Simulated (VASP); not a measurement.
**Sr: single point with LDA**

Crystal: Sr.

```xyz
1
Lattice="0.0000 2.8923 2.8923 2.8923 0.0000 2.8923 2.8923 2.8923 0.0000" Properties=species:S:1:pos:R:3 pbc="T T T"
Sr    0.0000    0.0000    0.0000
```

```
Program                : VASP 6.6.1
Task                   : single point
Functional             : LDA
Potentials or basis    : VASP PAW LDA potentials, release 64 (Sr_sv)
Cutoff                 : 520 eV
k mesh                 : 14 × 14 × 14
Occupations            : gaussian, width 0.01 eV
Spin                   : no spin polarisation
Dipole correction      : no
Further INCAR settings : ALGO = Normal; EDIFF = 1e-06; NBANDS = 11
```

| Item | Value |
| --- | --- |
| Pressure | 0.0 GPa |

Levels at points of the mesh, in eV from the Fermi level:
```tsv
k point	band 3	band 4	band 5	band 6	band 7	band 8
(0.00, 0.00, 0.00)	-18.21	-18.21	-3.89	2.33	2.33	2.33
(0.50, 0.00, 0.00)	-18.25	-18.25	-1.28	0.28	2.16	2.16
(0.50, 0.50, 0.00)	-18.33	-18.33	-0.86	0.13	1.38	5.23
```

Wall time 17 s on 1 thread of Intel(R) Xeon(R) 6975P-C (Granite Rapids), on a shared host, peak memory 0.18 GiB.
